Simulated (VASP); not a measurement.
Crystal: NaCl.

```
Cl Na
1.0
     0.00000    2.75630    2.75630
     2.75630    0.00000    2.75630
     2.75630    2.75630    0.00000
Cl Na
1 1
Direct
  0.50000 0.50000 0.50000
  0.00000 0.00000 0.00000
```

Base run:

- Program: VASP 6.6.1
- Functional: r2SCAN
- Potentials or basis: VASP PAW PBE potentials, release 64 (Cl, Na_pv)
- Cutoff: 520 eV
- k mesh: 8 × 8 × 8
- Occupations: fermi-dirac, width 0.05 eV
- Spin: no spin polarisation

Its results: band gap on the k mesh 6.22 eV; pressure 1.4 GPa.

Problem. The run is repeated on the same cell with these changes: functional from r2SCAN to PBE-based screened hybrid with 25 % exact exchange; k mesh from 8 × 8 × 8 to 4 × 4 × 4. What comes out?

Solution. Band gap on the k mesh 6.53 eV; pressure 2.4 GPa.

Several settings changed at once.

Caveats: some runs use coarse meshes; the PAW data sets were made with another functional, which shifts forces and pressure a little.

